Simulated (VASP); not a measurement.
Input of a VASP 6.6.1 run:

The input INCAR:

```
PREC     = Accurate       # precision mode
ENCUT    = 520            # plane-wave cutoff, eV
EDIFF    = 1E-7           # SCF threshold, eV
ISMEAR   = 0              # smearing method
SIGMA    = 0.1            # smearing width, eV
LREAL    = F              # projectors in reciprocal space
LASPH    = T              # aspherical terms in the spheres
NELM     = 150            # most SCF steps
ALGO     = Normal         # electronic algorithm
ISIF     = 2              # what is computed and relaxed
LWAVE    = F              # write WAVECAR
LCHARG   = T              # write CHGCAR
ISPIN    = 2              # spin polarisation
MAGMOM   = 0 0 0 0 0 1    # initial moments
LORBIT   = 11             # projections on sites
GGA      = PE             # functional
LELF     = T              # ELF
LVHAR    = T            
NBANDS   = 25             # bands
```

KPOINTS

```
Automatic mesh
0
Gamma
  6 6 2
```

POSCAR

```
Si5C
1.0
    2.7720107816      0.0000000000      0.0000000000
   -1.3860053908      2.4006317564      0.0000000000
    0.0000000000      0.0000000000     12.0458185363
Si C
5 1
Direct
    0.3333333333      0.6666666667      0.6005728035
    0.3333333333      0.6666666667      0.0000000000
    0.3333333333      0.6666666667      0.3994271965
    0.6666666667      0.3333333333      0.8086784392
    0.6666666667      0.3333333333      0.1913215608
    0.6666666667      0.3333333333      0.5000000000
```

Potentials or basis: VASP PAW PBE potentials, release 64 (Si, C).

Launch:

```sh
$ cat potpaw_PBE.64/Si/POTCAR potpaw_PBE.64/C/POTCAR > POTCAR
$ mpirun -np 1 vasp_std > vasp.out
```

Q: Predict the pressure.

A: -0.1 GPa.

Q: Estimate the band gap on the k mesh.

A: Zero (filled and empty bands overlap).

Q: What does it give for the net moment?

A: 0.00 μB per cell.

Q: Predict the largest force.

A: 0.046 eV/Å.

Stress tensor (GPa, compression positive):
```
-0.02  0.00  0.00
 0.00 -0.02  0.00
 0.00  0.00 -0.25
```

Caveat: the k points lie up to 0.44 Å⁻¹ apart, too coarse for converged energies and pressures of a metal.
